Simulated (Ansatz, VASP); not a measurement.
# SrO: VASP beside Ansatz

The input INCAR:

```
SYSTEM = SrO
PREC = Accurate ; ENCUT = 600
EDIFF = 1E-7 ; ISMEAR = 0
SIGMA = 0.02 ; LREAL = .False.
LASPH = .True. ; NELM = 120
ALGO = Normal ; ISIF = 3
LWAVE = .False. ; LCHARG = .False.
GGA = PE ; IVDW = 12
IBRION = 2 ; NSW = 70
EDIFFG = -0.02 ; GGA_COMPAT = .False.
NELMIN = 4
```

The input KPOINTS:

```
Automatic mesh
0
Gamma
  8 8 8
  0 0 0
```

Contents of POSCAR:

```
SrO
1.0
    0.0000000000      2.5837850000      2.5837850000
    2.5837850000      0.0000000000      2.5837850000
    2.5837850000      2.5837850000      0.0000000000
Sr O
1 1
Direct
    0.5000000000      0.5000000000      0.5000000000
    0.0000000000      0.0000000000      0.0000000000
```

Input for Ansatz:

```yaml
crystal:
  lattice:
    - [0.0, 2.583785, 2.583785]
    - [2.583785, 0.0, 2.583785]
    - [2.583785, 2.583785, 0.0]
  atoms:
    - { symbol: Sr, position: [0.5, 0.5, 0.5] }
    - { symbol: O, position: [0.0, 0.0, 0.0] }
basis:
  ecutwfc: 420
kpoints:
  mp_grid: { grid: [8, 8, 8] }
hamiltonian:
  xc: pbe
  dispersion: d3bj
scf:
  occupations: { method: gaussian, width: 0.02 }
output:
  forces: true
  stress: true
  eigenvalues: true
relax:
  adjacent_minimum: "off"
  f_tol: 0.02
  max_steps: 50
  cell: { stress_tol: 0.1 }
```

Alike in both runs: task relaxation of cell and atoms; functional PBE; dispersion D3(BJ); k mesh 8 × 8 × 8; occupations gaussian, width 0.02 eV; no spin polarisation.

|  | VASP | Ansatz |
| --- | --- | --- |
| version | VASP 6.6.1 | Ansatz 0.2.0 |
| potentials or method | VASP PAW PBE potentials, release 64 (Sr_sv, O), cutoff 600 eV | scalar-relativistic, plane waves, PAW |
| valence electrons in the cell | 16 | 16 |

|  | VASP | Ansatz | Ansatz less VASP |
| --- | --- | --- | --- |
| gap on the k mesh at the Fermi level, each at its own relaxed structure (eV) | 3.27 | 3.32 | +0.044 |
| relaxed volume (Å³/atom) | 17.16 | 17.08 | -0.079 |
| relaxed cell length with the largest relative difference (Å) | 3.647 | 3.642 | -0.0056 |
